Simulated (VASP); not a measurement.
Input of a VASP 6.6.1 run:

The input INCAR:

```
SYSTEM = InSb3
PREC = Accurate
ENCUT = 520
EDIFF = 1E-7
ISMEAR = 0
SIGMA = 0.15
LREAL = .FALSE.
LASPH = .TRUE.
NELM = 100
ALGO = Normal
ISIF = 2
LWAVE = .FALSE.
LCHARG = .TRUE.
GGA = PE
LELF = .TRUE.
LVHAR = .TRUE.
NBANDS = 22
```

File KPOINTS:

```
Automatic mesh
0
G
  10 10 10
  0 0 0
```

POSCAR

```
InSb3
1.0
    5.1002171669      0.0000000000      0.0000000000
    0.0000000000      5.1002171669      0.0000000000
    0.0000000000      0.0000000000      4.5172623448
In Sb
1 3
Direct
    0.0000000000      0.0000000000      0.0000000000
    0.5000000000      0.0000000000      0.5000000000
    0.0000000000      0.5000000000      0.5000000000
    0.5000000000      0.5000000000      0.0000000000
```

Potentials or basis: VASP PAW PBE potentials, release 64 (In_d, Sb).

The run is started by

```console
$ cat potpaw_PBE.64/In_d/POTCAR potpaw_PBE.64/Sb/POTCAR > POTCAR
$ mpirun -np 1 vasp_std > vasp.out
```

Task: Estimate the band gap on the k mesh.

Result: Zero (band 14 reaches 9.60 eV, above the bottom of band 15 at 6.05 eV).

Task: What does it give for the pressure?

Result: -2.5 GPa.

Stress tensor (GPa, compression positive):
```
-2.38  0.00  0.00
 0.00 -2.38  0.00
 0.00  0.00 -2.70
```

Caveat: spin-orbit coupling is left out, which moves the levels of the heavy elements.
